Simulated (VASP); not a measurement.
# C in VASP: notebook

C is run at these levels: r2SCAN; tasks: single point, relaxation of cell and atoms.

Everything below comes from runs of VASP 6.6.1. Logs are shortened: lines on timing, memory, paths and dates and some standing lists are left out, and cuts for length are marked.

## (1) The cell of the first run

It takes space group I4/mmm (No. 139, tetragonal). The conventional cell has a = 2.462 Å, b = 2.462 Å, c = 3.745 Å, α = 90.00°, β = 90.00°, γ = 90.00°. Within 3.3 Å of C (site symmetry 4/mmm) lie 12 C at 2.46 to 2.56 Å.

## (2) Single point, r2SCAN

POSCAR reads:

```
C
1.0
   -1.2309364123      1.2309364123      1.8726901807
    1.2309364123     -1.2309364123      1.8726901807
    1.2309364123      1.2309364123     -1.8726901807
C
1
Direct
    0.0000000000      0.0000000000      0.0000000000
```

INCAR.step1 reads:

```
SYSTEM = C
PREC = Accurate
ENCUT = 520
ISMEAR = 0
SIGMA = 0.1
LREAL = .False.
LASPH = .True.
NELM = 100
NBANDS = 8
GGA = PE
ALGO = Normal
EDIFF = 1E-4
LWAVE = .True.
LCHARG = .False.
```

INCAR.step2 reads:

```
SYSTEM = C
PREC = Accurate
ENCUT = 520
EDIFF = 1E-6
ISMEAR = 0
SIGMA = 0.1
LREAL = .False.
LASPH = .True.
NELM = 100
ALGO = Normal
ISIF = 2
LWAVE = .False.
LCHARG = .False.
METAGGA = R2SCAN
LMIXTAU = .True.
NBANDS = 8
ISTART = 1
```

KPOINTS reads:

```
regular mesh
0
Gamma
  10 10 10
  0 0 0
```

Potentials or basis: VASP PAW PBE potentials, release 64 (C).

Run with:

```
cat potpaw_PBE.64/C/POTCAR > POTCAR
cp INCAR.step1 INCAR
mpirun -np 1 vasp_std > vasp.out
cp INCAR.step2 INCAR
mpirun -np 1 vasp_std > vasp.out
```

OUTCAR:

```text
SYSTEM = C
   PREC = Accurate
   ENCUT = 520
   EDIFF = 1E-6
   ISMEAR = 0
   LREAL = .False.
   LASPH = .True.
   NELM = 100
   ISIF = 2
   METAGGA = R2SCAN
   ISTART = 1

 ion  position               nearest neighbor table
   1  0.000  0.000  0.000-

  LATTYP: Found a body centered tetragonal cell.
 ALAT       =     2.4618728246
 C/A-ratio  =     1.5213541187

  Lattice vectors:

 A1 = (  -1.2309364123,   1.2309364123,   1.8726901807)
 A2 = (   1.2309364123,  -1.2309364123,   1.8726901807)
 A3 = (   1.2309364123,   1.2309364123,  -1.8726901807)

Analysis of symmetry for initial positions (statically):
=====================================================================
 Subroutine PRICEL returns:
 Original cell was already a primitive cell.

 Routine SETGRP: Setting up the symmetry group for a
 body centered tetragonal supercell.

 Subroutine GETGRP returns: Found 16 space group operations
 (whereof 16 operations were pure point group operations)
 out of a pool of 16 trial point group operations.

The static configuration has the point symmetry D_4h.

Analysis of symmetry for dynamics (positions and initial velocities):
=====================================================================
 Subroutine PRICEL returns:
 Original cell was already a primitive cell.

 Routine SETGRP: Setting up the symmetry group for a
 body centered tetragonal supercell.

 Subroutine GETGRP returns: Found 16 space group operations
 (whereof 16 operations were pure point group operations)
 out of a pool of 16 trial point group operations.

The dynamic configuration has the point symmetry D_4h.

 Subroutine INISYM returns: Found 16 space group operations
 (whereof 16 operations are pure point group operations),
 and found     1 'primitive' translations

----------------------------------------------------------------------------------------

                                     Primitive cell

  volume of cell :      11.3500

  direct lattice vectors                    reciprocal lattice vectors
    -1.230936412  1.230936412  1.872690181     0.000000000  0.406194825  0.266995579
     1.230936412 -1.230936412  1.872690181     0.406194825  0.000000000  0.266995579
     1.230936412  1.230936412 -1.872690181     0.406194825  0.406194825  0.000000000

  length of vectors
     2.556829563  2.556829563  2.556829563     0.486087312  0.486087312  0.574446230

  position of ions in fractional coordinates (direct lattice)
     0.000000000  0.000000000  0.000000000

  ion indices of the primitive-cell ions
   primitive index   ion index
                 1           1

----------------------------------------------------------------------------------------

 KPOINTS: regular mesh

Automatic generation of k-mesh.
 Grid dimensions read from file:
 generate k-points for:   10   10   10

 Generating k-lattice:

  Cartesian coordinates                     Fractional coordinates (reciprocal lattice)
     0.000000000  0.040619482  0.026699558     0.100000000  0.000000000  0.000000000
     0.040619482  0.000000000  0.026699558     0.000000000  0.100000000  0.000000000
     0.040619482  0.040619482  0.000000000     0.000000000  0.000000000  0.100000000

  Length of vectors
     0.048608731  0.048608731  0.057444623

  Shift w.r.t. Gamma in fractional coordinates (k-lattice)
     0.000000000  0.000000000  0.000000000

 Subroutine IBZKPT returns following result:
 ===========================================

 Found    102 irreducible k-points:

 Following reciprocal coordinates:
            Coordinates               Weight
  0.000000  0.000000  0.000000      1.000000
  0.100000  0.000000  0.000000      8.000000
  0.200000  0.000000  0.000000      8.000000
  0.300000  0.000000  0.000000      8.000000
  0.400000  0.000000  0.000000      8.000000
  0.500000  0.000000 -0.000000      4.000000
[... 16 lines left out ...]
  0.300000  0.300000  0.000000      8.000000
  0.400000  0.300000  0.000000     16.000000
 [... further k-points ...]
   k-points           NKPTS =    102   k-points in BZ     NKDIM =    102   number of bands    NBANDS=      8
   number of dos      NEDOS =    301   number of ions     NIONS =      1
   total plane-waves  NPLWV =   8000
   dimension x,y,z NGX =    20 NGY =   20 NGZ =   20
   dimension x,y,z NGXF=    40 NGYF=   40 NGZF=   40
   ions per type =               1
   NGX,Y,Z   is equivalent  to a cutoff of  13.00, 13.00, 13.00 a.u.
   NGXF,Y,Z  is equivalent  to a cutoff of  26.01, 26.01, 26.01 a.u.
 SYSTEM =  C
   PREC   = accura    normal or accurate (medium, high low for compatibility)
   ISTART =      1    job   : 0-new  1-cont  2-samecut
   ICHARG =      0    charge: 1-file 2-atom 10-const
   ISPIN  =      1    spin polarized calculation?
   LNONCOLLINEAR =      F non collinear calculations
   LSORBIT =      F    spin-orbit coupling
   LASPH  =      T    aspherical Exc in radial PAW
   ENCUT  =  520.0 eV  38.22 Ry    6.18 a.u.   4.75  4.75  4.75*2*pi/ulx,y,z
   NELM   =    100;   NELMIN=  2; NELMDL=  0     # of ELM steps
   EDIFF  = 0.1E-05   stopping-criterion for ELM
   LREAL  =      F    real-space projection
   EDIFFG = 0.1E-04   stopping-criterion for IOM
   NSW    =      0    number of steps for IOM
   IBRION =     -1    ionic relax: 0-MD 1-quasi-New 2-CG
   NFREE  =      0    steps in history (QN), initial steepest desc. (CG)
   ISIF   =      2    stress and relaxation
   ISYM   =      2    0-nonsym 1-usesym 2-fastsym
   POTIM  = 0.5000    time-step for ionic-motion
   TEBEG  =    0.0;   TEEND  =   0.0 temperature during run
   PSTRESS=    0.0 pullay stress
   NELECT =       4.0000    total number of electrons
   NUPDOWN=      -1.0000    fix difference up-down
   EMIN   =  10.00;   EMAX   =-10.00  energy-range for DOS
   EFERMI =   0.00;   METHOD = LEGACY
   ISMEAR =     0;   SIGMA  =   0.10  broadening in eV -4-tet -1-fermi 0-gaus
   EFERMI_NEDOS =   21; number of points for ismear=-14 and -15
   IALGO  =     38    algorithm
   IMIX   =      4    mixing-type and parameters
     AMIX     =   0.40;   BMIX     =  1.00
     AMIX_MAG =   1.60;   BMIX_MAG =  1.00
  volume/ion in A,a.u.               =      11.35        76.59
  Fermi-wavevector in a.u.,A,eV,Ry     =   1.156367  2.185217 18.193509  1.337185
  Thomas-Fermi vector in A             =   2.292988
   LORBIT       =      0    0 simple, 1 ext, 2 COOP (PROOUT), +10 PAW based schemes
   METAGGA = R2SCAN    functional components
   LHFCALC =     F    Hartree Fock is set to
   AEXX    =    0.0000 exact exchange contribution
   IVDW    =     0    specifies the selected vdW correction
   LEPSILON=     F    determine dielectric tensor
   LRPA    =     F    only Hartree local field effects (RPA)
 non-spin polarized calculation
 Gauss-broadening in eV      SIGMA  =   0.10
  energy-cutoff  :      520.00
  volume of cell :       11.35
 maximum number of plane-waves:       334
   NGX =  9   NGY =  9   NGZ =  9

 number of electron       4.0000000 magnetization

 Free energy of the ion-electron system (eV)
  ---------------------------------------------------
  ext. energy  EPLUGINS =         0.00000000
  ---------------------------------------------------
  free energy    TOTEN  =        -4.63582637 eV

  energy without entropy =       -4.63311340  energy(sigma->0) =       -4.63446989

 E-fermi :   2.6463     XC(G=0): -11.3230

 val. band max:        2.6416895819   @ k =  -0.2000  -0.3000   0.1000
 cond. band min:       2.6561645191   @ k =  -0.3000   0.5000   0.2000
 fundamental gap:      0.0144749372
 Fermi energy:         2.6463474208

 k-point     1 :       0.0000    0.0000    0.0000
  band No.  band energies     occupation
      1     -12.2119      2.00000
      2       8.0429      0.00000
      3       8.2280      0.00000
      4       8.2280      0.00000
      5      24.0810      0.00000
      6      28.0759      0.00000
      7      29.0084      0.00000
      8      29.0084      0.00000

 k-point     2 :       0.1000    0.0000    0.0000
  band No.  band energies     occupation
      1     -11.9118      2.00000
      2       7.2953      0.00000
      3       7.9348      0.00000
      4       8.1516      0.00000
      5      24.3232      0.00000
      6      26.6727      0.00000
      7      28.6444      0.00000
      8      29.4188      0.00000

 k-point     3 :       0.2000    0.0000    0.0000
  band No.  band energies     occupation
      1     -11.0218      2.00000
      2       5.0208      0.00000
      3       7.5129      0.00000
      4       7.9631      0.00000
      5      23.8561      0.00000
      6      25.5798      0.00000
      7      28.4200      0.00000
      8      30.0130      0.00000

 k-point     4 :       0.3000    0.0000    0.0000
  band No.  band energies     occupation
      1      -9.5838      2.00000
      2       2.0423      2.00000
      3       7.0463      0.00000
      4       7.7528      0.00000
      5      22.5270      0.00000
      6      26.0735      0.00000
      7      27.4102      0.00000
      8      29.3259      0.00000

 k-point     5 :       0.4000    0.0000    0.0000
  band No.  band energies     occupation
      1      -7.7484      2.00000
      2      -0.9213      2.00000
      3       6.7001      0.00000
      4       7.5984      0.00000
      5      21.7480      0.00000
      6      26.1958      0.00000
      7      26.7577      0.00000
      8      28.2955      0.00000
[... 177 lines left out ...]
 k-point    22 :      -0.2000    0.2000    0.0000
  band No.  band energies     occupation
      1     -10.5511      2.00000
      2       6.0761      0.00000
      3       6.4433      0.00000
      4       6.7020      0.00000
      5      22.4915      0.00000
      6      23.2375      0.00000
      7      30.1516      0.00000
      8      30.2493      0.00000

 k-point    23 :       0.3000    0.3000    0.0000
  band No.  band energies     occupation
      1      -5.9099      2.00000
      2       1.0538      2.00000
      3       1.6758      2.00000
      4       5.9816      0.00000
      5      19.7378      0.00000
      6      25.1453      0.00000
      7      26.6464      0.00000
      8      30.6391      0.00000

 k-point    24 :       0.4000    0.3000    0.0000
  band No.  band energies     occupation
      1      -4.6701      2.00000
      2      -0.4327      2.00000
      3       2.0883      2.00000
      4       5.3733      0.00000
      5      18.4078      0.00000
      6      23.4862      0.00000
      7      28.2536      0.00000
      8      31.5099      0.00000

 [... further k-points ...]
[... 5 lines left out ...]
  --------------------------------------------------------------------------------------
  -------------------------------------------------------------------------------------
  Total       -2.2498426     -2.2498426     -1.9179899      0.0000000      0.0000000      0.0000000
  in kB     -317.5890720   -317.5890720   -270.7445520      0.0000000      0.0000000      0.0000000
  external PRESSURE =    -301.9742320 kB  Pullay stress =       0.0000000 kB

 VOLUME and BASIS-vectors are now :
 -----------------------------------------------------------------------------
  energy-cutoff  :      520.00
  volume of cell :       11.35
      direct lattice vectors                 reciprocal lattice vectors
    -1.230936412  1.230936412  1.872690181     0.000000000  0.406194825  0.266995579
     1.230936412 -1.230936412  1.872690181     0.406194825  0.000000000  0.266995579
     1.230936412  1.230936412 -1.872690181     0.406194825  0.406194825  0.000000000

 POSITION                                       TOTAL-FORCE (eV/Angst)
 -----------------------------------------------------------------------------------
      0.00000      0.00000      0.00000         0.000000      0.000000      0.000000
 -----------------------------------------------------------------------------------
    total drift:                                0.000000     -0.000000      0.000000

  FREE ENERGIE OF THE ION-ELECTRON SYSTEM (eV)
  ---------------------------------------------------
  free  energy   TOTEN  =        -4.6358263699 eV

  energy  without entropy=       -4.6331134025  energy(sigma->0) =       -4.63446989
```

It took 69 s on 1 thread of AMD EPYC 7R13, shared host; peak memory 0.09 GiB.

Results:

```yaml
Free_energy: -4.6358 eV
Pressure: -30.2 GPa
Band_gap_on_the_k_mesh: zero (band 2 reaches 8.04 eV, above the bottom of band 3 at 0.57 eV)
```

Caveat: the k points lie up to 0.36 Å⁻¹ apart; the PAW data sets were made with another functional, which shifts forces and pressure a little.

(Continued in part 2 of 2.)
